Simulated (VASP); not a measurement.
# MoS2 (Cmmm) in VASP: notebook

MoS2 is run at these levels: PBE; tasks: single point, relaxation of cell and atoms.

Everything below comes from runs of VASP 6.6.1. Logs are shortened: lines on timing, memory, paths and dates and some standing lists are left out, and cuts for length are marked.

### Step 1. The cell of the first run

Symmetry: Cmmm, No. 65, orthorhombic system. Conventional cell: a = 4.477 Å, b = 4.606 Å, c = 6.207 Å, α = 90.00°, β = 90.00°, γ = 90.00°. Mo (site symmetry mmm) has 2 S at 1.78 Å within 2.4 Å. S (site symmetry mm2) has 1 Mo at 1.78 Å within 2.4 Å.

The cell was built from a structure type or drawn by symmetry, and may not be a known phase.

### Step 2. Single point, PBE, collinear spin

File INCAR:

```
SYSTEM = MoS2
PREC = Accurate
ENCUT = 520
EDIFF = 1E-6
ISMEAR = 0
SIGMA = 0.1
LREAL = .False.
LASPH = .True.
NELM = 150
ALGO = Normal
ISIF = 2
LWAVE = .False.
LCHARG = .False.
ISPIN = 2
MAGMOM = 1 0 0
LORBIT = 11
LMAXMIX = 4
GGA = PE
NBANDS = 24
```

File KPOINTS:

```
regular mesh
0
Gamma
  6 6 4
  0 0 0
```

File POSCAR:

```
MoS2
1.0
    2.2386658100     -2.3028958700      0.0000000000
    2.2386658100      2.3028958700      0.0000000000
    0.0000000000      0.0000000000      6.2069653700
Mo S
1 2
Direct
    0.0000000000      0.0000000000      0.0000000000
    0.0000000000      0.0000000000      0.7132424400
    0.0000000000      0.0000000000      0.2867575600
```

Potentials or basis: VASP PAW PBE potentials, release 64 (Mo_sv, S).

The run is started by

```console
> cat potpaw_PBE.64/Mo_sv/POTCAR potpaw_PBE.64/S/POTCAR > POTCAR
> mpirun -np 1 vasp_std > vasp.out
```

OUTCAR:

```text
SYSTEM = MoS2
   PREC = Accurate
   ENCUT = 520
   EDIFF = 1E-6
   ISMEAR = 0
   LREAL = .False.
   LASPH = .True.
   NELM = 150
   ISIF = 2
   ISPIN = 2
   LORBIT = 11
   GGA = PE

 ion  position               nearest neighbor table
   1  0.000  0.000  0.000-   2 1.78   3 1.78
   2  0.000  0.000  0.713-   1 1.78   3 2.65
   3  0.000  0.000  0.287-   1 1.78   2 2.65

  LATTYP: Found a base centered orthorhombic cell.
 ALAT       =     4.4773316200
 B/A-ratio  =     1.0286912230
 C/A-ratio  =     1.3863090557

  Lattice vectors:

 A1 = (   2.2386658100,  -2.3028958700,   0.0000000000)
 A2 = (   2.2386658100,   2.3028958700,   0.0000000000)
 A3 = (   0.0000000000,   0.0000000000,   6.2069653700)

Analysis of symmetry for initial positions (statically):
=====================================================================
 Subroutine PRICEL returns:
 Original cell was already a primitive cell.

 Routine SETGRP: Setting up the symmetry group for a
 base centered orthorhombic supercell.

 Subroutine GETGRP returns: Found  8 space group operations
 (whereof  8 operations were pure point group operations)
 out of a pool of  8 trial point group operations.

The static configuration has the point symmetry D_2h.

Analysis of symmetry for dynamics (positions and initial velocities):
=====================================================================
 Subroutine PRICEL returns:
 Original cell was already a primitive cell.

 Routine SETGRP: Setting up the symmetry group for a
 base centered orthorhombic supercell.

 Subroutine GETGRP returns: Found  8 space group operations
 (whereof  8 operations were pure point group operations)
 out of a pool of  8 trial point group operations.

The dynamic configuration has the point symmetry D_2h.

Analysis of structural, dynamic, and magnetic symmetry:
=====================================================================
 Subroutine PRICEL returns:
 Original cell was already a primitive cell.

 Routine SETGRP: Setting up the symmetry group for a
 base centered orthorhombic supercell.

 Subroutine GETGRP returns: Found  8 space group operations
 (whereof  8 operations were pure point group operations)
 out of a pool of  8 trial point group operations.

The overall configuration has the point symmetry D_2h.

 Subroutine INISYM returns: Found  8 space group operations
 (whereof  8 operations are pure point group operations),
 and found     1 'primitive' translations

----------------------------------------------------------------------------------------

                                     Primitive cell

  volume of cell :      63.9990

  direct lattice vectors                    reciprocal lattice vectors
     2.238665810 -2.302895870  0.000000000     0.223347316 -0.217117937  0.000000000
     2.238665810  2.302895870  0.000000000     0.223347316  0.217117937  0.000000000
     0.000000000  0.000000000  6.206965370     0.000000000  0.000000000  0.161109325

  length of vectors
     3.211690209  3.211690209  6.206965370     0.311487114  0.311487114  0.161109325

  position of ions in fractional coordinates (direct lattice)
     0.000000000  0.000000000  0.000000000
     0.000000000  0.000000000  0.713242440
     0.000000000  0.000000000  0.286757560

  ion indices of the primitive-cell ions
   primitive index   ion index
                 1           1
                 2           2
                 3           3

----------------------------------------------------------------------------------------

 KPOINTS: regular mesh

Automatic generation of k-mesh.
 Grid dimensions read from file:
 generate k-points for:    6    6    4

 Generating k-lattice:

  Cartesian coordinates                     Fractional coordinates (reciprocal lattice)
     0.037224553 -0.036186323  0.000000000     0.166666667 -0.000000000  0.000000000
     0.037224553  0.036186323  0.000000000    -0.000000000  0.166666667  0.000000000
     0.000000000  0.000000000  0.040277331     0.000000000  0.000000000  0.250000000

  Length of vectors
     0.051914519  0.051914519  0.040277331

  Shift w.r.t. Gamma in fractional coordinates (k-lattice)
     0.000000000  0.000000000  0.000000000

 Subroutine IBZKPT returns following result:
 ===========================================

 Found     39 irreducible k-points:

 Following reciprocal coordinates:
            Coordinates               Weight
  0.000000  0.000000  0.000000      1.000000
  0.166667 -0.000000  0.000000      4.000000
  0.333333 -0.000000  0.000000      4.000000
  0.500000 -0.000000  0.000000      2.000000
  0.166667  0.166667  0.000000      2.000000
  0.333333  0.166667  0.000000      4.000000
[... 16 lines left out ...]
  0.333333  0.333333  0.250000      4.000000
  0.500000  0.333333  0.250000      8.000000
 [... further k-points ...]
   k-points           NKPTS =     39   k-points in BZ     NKDIM =     39   number of bands    NBANDS=     24
   number of dos      NEDOS =    301   number of ions     NIONS =      3
   total plane-waves  NPLWV =  27648
   dimension x,y,z NGX =    24 NGY =   24 NGZ =   48
   dimension x,y,z NGXF=    48 NGYF=   48 NGZF=   96
   ions per type =               1   2
   NGX,Y,Z   is equivalent  to a cutoff of  12.42, 12.42, 12.86 a.u.
   NGXF,Y,Z  is equivalent  to a cutoff of  24.85, 24.85, 25.71 a.u.
 SYSTEM =  MoS2
   PREC   = accura    normal or accurate (medium, high low for compatibility)
   ISTART =      0    job   : 0-new  1-cont  2-samecut
   ICHARG =      2    charge: 1-file 2-atom 10-const
   ISPIN  =      2    spin polarized calculation?
   LNONCOLLINEAR =      F non collinear calculations
   LSORBIT =      F    spin-orbit coupling
   LASPH  =      T    aspherical Exc in radial PAW
   ENCUT  =  520.0 eV  38.22 Ry    6.18 a.u.   5.97  5.97 11.54*2*pi/ulx,y,z
   NELM   =    150;   NELMIN=  2; NELMDL= -5     # of ELM steps
   EDIFF  = 0.1E-05   stopping-criterion for ELM
   LREAL  =      F    real-space projection
   EDIFFG = 0.1E-04   stopping-criterion for IOM
   NSW    =      0    number of steps for IOM
   IBRION =     -1    ionic relax: 0-MD 1-quasi-New 2-CG
   NFREE  =      0    steps in history (QN), initial steepest desc. (CG)
   ISIF   =      2    stress and relaxation
   ISYM   =      2    0-nonsym 1-usesym 2-fastsym
   POTIM  = 0.5000    time-step for ionic-motion
   TEBEG  =    0.0;   TEEND  =   0.0 temperature during run
   PSTRESS=    0.0 pullay stress
   NELECT =      26.0000    total number of electrons
   NUPDOWN=      -1.0000    fix difference up-down
   EMIN   =  10.00;   EMAX   =-10.00  energy-range for DOS
   EFERMI =   0.00;   METHOD = LEGACY
   ISMEAR =     0;   SIGMA  =   0.10  broadening in eV -4-tet -1-fermi 0-gaus
   EFERMI_NEDOS =   21; number of points for ismear=-14 and -15
   IALGO  =     38    algorithm
   IMIX   =      4    mixing-type and parameters
     AMIX     =   0.40;   BMIX     =  1.00
     AMIX_MAG =   1.60;   BMIX_MAG =  1.00
  volume/ion in A,a.u.               =      21.33       143.96
  Fermi-wavevector in a.u.,A,eV,Ry     =   1.212481  2.291257 20.002067  1.470110
  Thomas-Fermi vector in A             =   2.347964
   LORBIT       =     11    0 simple, 1 ext, 2 COOP (PROOUT), +10 PAW based schemes
   GGA     = PE    functional components
   LHFCALC =     F    Hartree Fock is set to
   AEXX    =    0.0000 exact exchange contribution
   IVDW    =     0    specifies the selected vdW correction
   LEPSILON=     F    determine dielectric tensor
   LRPA    =     F    only Hartree local field effects (RPA)
 spin polarized calculation
 Gauss-broadening in eV      SIGMA  =   0.10
  energy-cutoff  :      520.00
  volume of cell :       64.00
 maximum number of plane-waves:      1749
   NGX = 11   NGY = 11   NGZ = 23

 number of electron      26.0000003 magnetization      -0.0033557

 number of electron      26.0000003 magnetization       0.0000109

 Free energy of the ion-electron system (eV)
  ---------------------------------------------------
  ext. energy  EPLUGINS =         0.00000000
  ---------------------------------------------------
  free energy    TOTEN  =       -10.27987980 eV

  energy without entropy =      -10.26878835  energy(sigma->0) =      -10.27433407

 E-fermi :   5.6363     XC(G=0):  -9.7361

 val. band max:        5.6302519350   @ k =   0.3333   0.3333   0.2500
 cond. band min:       5.6815600360   @ k =   0.3333   0.1667   0.2500
 fundamental gap:      0.0513081009
 Fermi energy:         5.6363184660

 spin component 1

 k-point     1 :       0.0000    0.0000    0.0000
  band No.  band energies     occupation
      1     -55.6255      1.00000
      2     -31.7896      1.00000
      3     -29.2184      1.00000
      4     -29.2148      1.00000
      5      -9.6680      1.00000
      6      -6.3219      1.00000
[... 16 lines left out ...]
     23      15.7797      0.00000
     24      15.8398      0.00000
[... 598 lines left out ...]
      2     -31.7538      1.00000
      3     -29.3984      1.00000
      4     -29.3451      1.00000
      5      -8.4115      1.00000
      6      -5.8126      1.00000
[... 16 lines left out ...]
     23      17.1880      0.00000
     24      18.2045      0.00000

 [... further k-points ...]

 spin component 2

 k-point     1 :       0.0000    0.0000    0.0000
  band No.  band energies     occupation
      1     -55.6255      1.00000
      2     -31.7896      1.00000
      3     -29.2184      1.00000
      4     -29.2148      1.00000
      5      -9.6680      1.00000
      6      -6.3219      1.00000
[... 16 lines left out ...]
     23      15.7797      0.00000
     24      15.8398      0.00000
[... 598 lines left out ...]
      2     -31.7538      1.00000
      3     -29.3984      1.00000
      4     -29.3451      1.00000
      5      -8.4115      1.00000
      6      -5.8126      1.00000
[... 16 lines left out ...]
     23      17.1880      0.00000
     24      18.2045      0.00000

 [... further k-points ...]

------------------------ aborting loop because EDIFF is reached ----------------------------------------

  FORCE on cell =-STRESS in cart. coord.  units (eV):
  Direction    XX          YY          ZZ          XY          YZ          ZX
  --------------------------------------------------------------------------------------
  -------------------------------------------------------------------------------------
  Total        0.3784246      0.4727655     62.8382682      0.0000000      0.0000000      0.0000000
  in kB        9.4736448     11.8354149   1573.1201877      0.0000000      0.0000000      0.0000000
  external PRESSURE =     531.4764158 kB  Pullay stress =       0.0000000 kB

 VOLUME and BASIS-vectors are now :
 -----------------------------------------------------------------------------
  energy-cutoff  :      520.00
  volume of cell :       64.00
      direct lattice vectors                 reciprocal lattice vectors
     2.238665810 -2.302895870  0.000000000     0.223347316 -0.217117937  0.000000000
     2.238665810  2.302895870  0.000000000     0.223347316  0.217117937  0.000000000
     0.000000000  0.000000000  6.206965370     0.000000000  0.000000000  0.161109325

 POSITION                                       TOTAL-FORCE (eV/Angst)
 -----------------------------------------------------------------------------------
      0.00000      0.00000      0.00000         0.000000     -0.000000      0.000000
      0.00000      0.00000      4.42707         0.000000      0.000000    -18.198660
      0.00000      0.00000      1.77989        -0.000000      0.000000     18.198660
 -----------------------------------------------------------------------------------
    total drift:                               -0.000000     -0.000000      0.000000

  FREE ENERGIE OF THE ION-ELECTRON SYSTEM (eV)
  ---------------------------------------------------
  free  energy   TOTEN  =       -10.2798798005 eV

  energy  without entropy=      -10.2687883459  energy(sigma->0) =      -10.27433407

 total charge

# of ion       s       p       d       tot
------------------------------------------
    1        2.431   6.290   4.901  13.622
    2        1.430   2.441   0.000   3.871
    3        1.430   2.441   0.000   3.871
--------------------------------------------------
tot          5.291  11.171   4.901  21.364

 magnetization (x)

# of ion       s       p       d       tot
------------------------------------------
    1       -0.000  -0.000  -0.000  -0.000
    2       -0.000  -0.000   0.000  -0.000
    3       -0.000  -0.000   0.000  -0.000
--------------------------------------------------
tot         -0.000  -0.000  -0.000  -0.000
```

Run time: 34 s. Hardware: 1 thread of Intel Xeon 6975P-C (Granite Rapids), shared host; peak memory 0.24 GiB.

Results:

```yaml
Free_energy: -10.2799 eV
Pressure: 53.1 GPa
Largest_force: 18.199 eV/Å
Band_gap_on_the_k_mesh: zero (filled and empty bands overlap)
Net_moment: 0.00 μB per cell
Valence_electrons_inside_the_program's_atomic_spheres: Mo 13.62; S 3.87
```

Forces in eV/Å, atoms in the order of the input:
```
Mo    0.000   0.000   0.000
S     0.000   0.000 -18.199
S     0.000   0.000  18.199
```

Stress tensor (GPa, compression positive):
```
  0.95   0.00   0.00
  0.00   1.18   0.00
  0.00   0.00 157.31
```

Levels at points of the mesh, in eV from the Fermi level:
Spin up:
```csv
k point,band 11,band 12,band 13,band 14,band 15,band 16
"(0.00, 0.00, 0.00)",-2.00,-1.56,-1.48,1.42,1.48,3.96
"(0.50, 0.00, 0.00)",-2.15,-1.05,0.23,1.84,2.11,2.48
"(0.50, 0.50, 0.00)",-4.43,-2.20,2.25,2.33,2.34,2.60
"(0.00, 0.00, 0.50)",-2.35,-1.99,-0.88,-0.81,1.43,2.65
"(0.50, 0.00, 0.50)",-2.21,-1.57,-0.42,-0.27,0.23,3.05
"(0.50, 0.50, 0.50)",-3.59,-2.17,-1.54,0.40,0.51,2.34
```
Spin down:
| k point | band 10 | band 11 | band 12 | band 13 | band 14 | band 15 | band 16 | band 17 |
| --- | --- | --- | --- | --- | --- | --- | --- | --- |
| (0.00, 0.00, 0.00) | -3.72 | -2.00 | -1.56 | -1.48 | 1.42 | 1.48 | 3.96 | 4.01 |
| (0.50, 0.00, 0.00) | -4.18 | -2.15 | -1.05 | 0.23 | 1.84 | 2.11 | 2.48 | 2.93 |
| (0.50, 0.50, 0.00) | -4.58 | -4.43 | -2.20 | 2.25 | 2.33 | 2.34 | 2.60 | 4.20 |
| (0.00, 0.00, 0.50) | -3.00 | -2.35 | -1.99 | -0.88 | -0.81 | 1.43 | 2.65 | 2.71 |
| (0.50, 0.00, 0.50) | -4.31 | -2.21 | -1.57 | -0.42 | -0.27 | 0.23 | 3.05 | 3.75 |
| (0.50, 0.50, 0.50) | -3.61 | -3.59 | -2.17 | -1.54 | 0.40 | 0.51 | 2.34 | 4.09 |

Caveat: atoms lie so close that the PAW spheres overlap strongly, which falsifies energies and pressures; the cell stands under pressure; forces of over 1 eV/Å act on the atoms, so gaps and moduli don't describe the material at rest.

### Step 3. Single point, PBE

This run uses another cell than the first one, of 20.29 Å³/atom.

File INCAR:

```
  PREC = Accurate
  ENCUT = 520
  EDIFF = 1E-7
  ISMEAR = 0
  SIGMA = 0.1
  LREAL = F
  LASPH = T
  NELM = 100
  ALGO = Normal
  ISIF = 2
  LWAVE = F
  LCHARG = F
  GGA = PE
  NBANDS = 20
```

File KPOINTS:

```
regular mesh
0
Gamma
  18 18 6
```

File POSCAR:

```
MoS2
1.0
    1.7718285109     -1.8413443780      0.0000000000
    1.7718285109      1.8413443780      0.0000000000
    0.0000000000      0.0000000000      9.3298419243
Mo S
1 2
Direct
    0.0000000000      0.0000000000      0.0000000000
    0.0000000000      0.0000000000      0.7359358747
    0.0000000000      0.0000000000      0.2640641253
```

Potentials or basis: VASP PAW PBE potentials, release 64 (Mo_sv, S).

The run is started by

```console
> cat potpaw_PBE.64/Mo_sv/POTCAR potpaw_PBE.64/S/POTCAR > POTCAR
> mpirun -np 1 vasp_std > vasp.out
```

It took 2.4 min on 1 thread of Intel Xeon 6975P-C (Granite Rapids), shared host; peak memory 0.48 GiB.

The run converged. Its results:

- Free energy: -17.9953 eV
- Pressure: 0.0 GPa
- Largest force: 0.006 eV/Å
- Band gap on the k mesh: zero (bands 13 and 14 overlap by 3.90 eV)

Forces in eV/Å, atoms in the order of the input:
```
Mo   0.000  0.000  0.000
S    0.000  0.000 -0.006
S    0.000  0.000  0.006
```

Levels at points of the mesh, in eV from the Fermi level:
```tsv
k point	band 10	band 11	band 12	band 13	band 14	band 15	band 16	band 17
(0.00, 0.00, 0.00)	-3.88	1.38	1.55	2.17	2.48	2.71	3.48	3.65
(0.50, 0.00, 0.00)	-2.90	-2.51	-2.21	1.11	2.07	2.39	4.00	4.10
(0.50, 0.50, 0.00)	-4.85	-4.52	-2.01	-1.25	-0.94	-0.14	3.76	4.16
(0.00, 0.00, 0.50)	-3.88	1.38	1.55	2.49	2.72	3.45	3.47	3.65
(0.50, 0.00, 0.50)	-2.90	-2.54	-2.42	1.11	2.18	2.39	4.11	4.35
(0.50, 0.50, 0.50)	-4.85	-4.50	-1.93	-1.27	-0.95	-0.28	3.70	4.23
```

Caveat: this functional lacks dispersion, which binds the layers, so the pressure and a relaxed spacing across them are unreliable.

[end of part 1 of 2]
